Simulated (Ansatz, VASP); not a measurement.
# SnO2 in VASP and in Ansatz

File INCAR:

```
ALGO = Normal ; EDIFF = 1E-7
ENCUT = 520 ; GGA = PS
ISIF = 2 ; ISMEAR = 0
LASPH = True ; LCHARG = False
LREAL = False ; LWAVE = False
NBANDS = 20 ; NELM = 100
PREC = Accurate ; SIGMA = 0.05
```

Contents of KPOINTS:

```
k-points
0
Gamma
  12 12 12
```

File POSCAR:

```
SnO2
1.0
    1.6589000000      0.9577663616      4.4103567335
   -1.6589000000      0.9577663616      4.4103567335
    0.0000000000     -1.9155327231      4.4103567335
Sn O
1 2
Direct
    0.5000000000      0.5000000000      0.5000000000
    0.2414378084      0.2414378084      0.2414378084
    0.7585621916      0.7585621916      0.7585621916
```

Input for Ansatz:

```yaml
crystal:
  lattice:
    - [1.6589, 0.9577663616, 4.4103567335]
    - [-1.6589, 0.9577663616, 4.4103567335]
    - [0.0, -1.9155327231, 4.4103567335]
  atoms:
    - { symbol: Sn, position: [0.5, 0.5, 0.5] }
    - { symbol: O, position: [0.2414378084, 0.2414378084, 0.2414378084] }
    - { symbol: O, position: [0.7585621916, 0.7585621916, 0.7585621916] }
basis:
  ecutwfc: 520.0
kpoints:
  mp_grid: { grid: [12, 12, 12] }
hamiltonian:
  xc: pbesol
  pseudopotentials: { kind: paw, azcp: { folder: soft_1 } }
scf:
  occupations: { method: gaussian, width: 0.05 }
output:
  forces: true
  stress: true
  eigenvalues: true
```

Alike in both runs: task single point; functional PBEsol; k mesh 12 × 12 × 12; occupations gaussian, width 0.05 eV; no spin polarisation.

|  | VASP | Ansatz |
| --- | --- | --- |
| version | VASP 6.6.1 | Ansatz 0.2.0 |
| potentials or method | VASP PAW PBE potentials, release 64 (Sn_d, O), cutoff 520 eV | scalar-relativistic, plane waves, PAW |
| valence electrons in the cell | 26 | 26 |

Ansatz gave:

- gap on the k mesh at the Fermi level (eV): 1.11
- least direct gap on the mesh (eV): 1.11
- pressure (GPa): -11.0
- traceless stress, the component that is largest in VASP (GPa): 5.72
- rms of the force components (eV/Å): 0.260

**Question.** Which values does VASP return?

**Answer.** gap on the k mesh at the Fermi level (eV): 1.10; least direct gap on the mesh (eV): 1.10; pressure (GPa): -10.5; traceless stress, the component that is largest in VASP (GPa): 5.31; rms of the force components (eV/Å): 0.237.

VASP's potentials were made for PBE, not for PBEsol, and Ansatz warns of the same on its side. Atom by atom the forces differ by 0.023 eV/Å (rms over components). The functional is the same, so the differences come from potentials, cutoffs and numerics.
